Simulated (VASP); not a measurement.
PbO2: relaxation of cell and atoms with PBEsol

The system is PbO2.

```
Pb O
1.0
     4.99496    0.00000    0.00000
     0.00000    4.99496    0.00000
     0.00000    0.00000    3.40900
Pb O
2 4
Direct
  0.50000 0.50000 0.50000
  0.00000 0.00000 0.00000
  0.69257 0.69257 0.00000
  0.80743 0.19257 0.50000
  0.19257 0.80743 0.50000
  0.30743 0.30743 0.00000
```

```yaml
Program: VASP 6.6.1
Task: relaxation of cell and atoms
Functional: PBEsol
Potentials_or_basis: VASP PAW PBE potentials, release 64 (Pb_d, O)
Cutoff: 600 eV
k_mesh: 6 × 6 × 8
Occupations: fermi-dirac, width 0.05 eV
Spin: no spin polarisation
Target_pressure: 20 GPa
Dipole_correction: no
Further_INCAR_settings: ALGO = Normal; EDIFF = 1e-06; IBRION = 2; EDIFFG = -0.01; NSW = 60; ISIF = 3
```

- Relaxed volume: 12.64 Å³/atom
- Relaxed cell: a = 4.730 Å, b = 4.730 Å, c = 3.391 Å, α = 90.00°, β = 90.00°, γ = 90.00°
- Space group after relaxing (to 0.1 Å): P4_2/mnm (No. 136)
- Energy change on relaxing (the run minimises the enthalpy): +86.9 meV/atom
- Ionic steps: 14
- Pressure after relaxing: 20.1 GPa
- Largest force after relaxing: 0.009 eV/Å
- Band gap on the k mesh: zero (bands 26 and 27 overlap by 0.06 eV)

Forces on the atoms (eV/Å):
```
Pb   0.000  0.000  0.000
Pb   0.000  0.000  0.000
O   -0.007 -0.007  0.000
O    0.007 -0.007  0.000
O   -0.007  0.007  0.000
O    0.007  0.007  0.000
```

Step by step:
```tsv
step	energy change (eV)	largest force (eV/Å)	pressure (GPa)	volume (Å³)
1	0.0000	0.0064	0.39	85.05
2	3.4628	0.9491	73.14	65.43
3	0.4460	0.2767	18.97	76.87
4	0.4787	0.2888	19.79	76.60
5	0.4990	0.2959	20.30	76.44
6	0.5206	0.1062	20.57	75.97
7	0.5337	0.2048	20.70	75.86
8	0.4653	0.1159	18.93	76.35
9	0.4555	0.1018	18.66	76.42
10	0.5079	0.0230	19.89	75.97
11	0.5112	0.0308	19.96	75.94
12	0.5124	0.0337	19.98	75.93
13	0.5170	0.0114	20.04	75.90
14	0.5216	0.0092	20.11	75.86
```

Final structure:
```
Pb O
1.0
     4.72960    0.00000    0.00000
     0.00000    4.72960    0.00000
     0.00000    0.00000    3.39122
Pb O
2 4
Cartesian
  2.3648 2.3648 1.6956
  0.0000 0.0000 0.0000
  3.2759 3.2759 0.0000
  3.8185 0.9111 1.6956
  0.9111 3.8185 1.6956
  1.4537 1.4537 0.0000
```

Levels at points of the mesh, in eV from the Fermi level:
| k point | band 24 | band 25 | band 26 | band 27 | band 28 | band 29 |
| --- | --- | --- | --- | --- | --- | --- |
| (0.00, 0.00, 0.00) | -0.73 | -0.73 | -0.70 | -0.15 | 4.71 | 5.74 |
| (0.50, 0.00, 0.00) | -0.82 | -0.60 | -0.60 | 3.18 | 3.18 | 6.39 |
| (0.50, 0.50, 0.00) | -0.82 | -0.68 | -0.68 | 3.49 | 3.49 | 6.97 |
| (0.00, 0.00, 0.50) | -1.57 | -1.12 | -1.12 | 4.48 | 4.48 | 9.38 |
| (0.50, 0.00, 0.50) | -1.14 | -0.09 | -0.09 | 4.94 | 4.94 | 7.93 |
| (0.50, 0.50, 0.50) | -0.97 | -0.76 | -0.76 | 3.44 | 3.44 | 8.45 |

Wall time 7.2 min on 1 thread of Intel(R) Xeon(R) 6975P-C (Granite Rapids) (shared host), peak memory 0.3 GiB.

Caveat: the cell is relaxed towards a set pressure, so the run minimises the enthalpy, not the energy; semilocal functionals underestimate gaps, and a narrow one can read as zero; the PAW data sets were made with another functional, which shifts forces and pressure a little; spin-orbit coupling is left out, which moves the levels of the heavy elements.
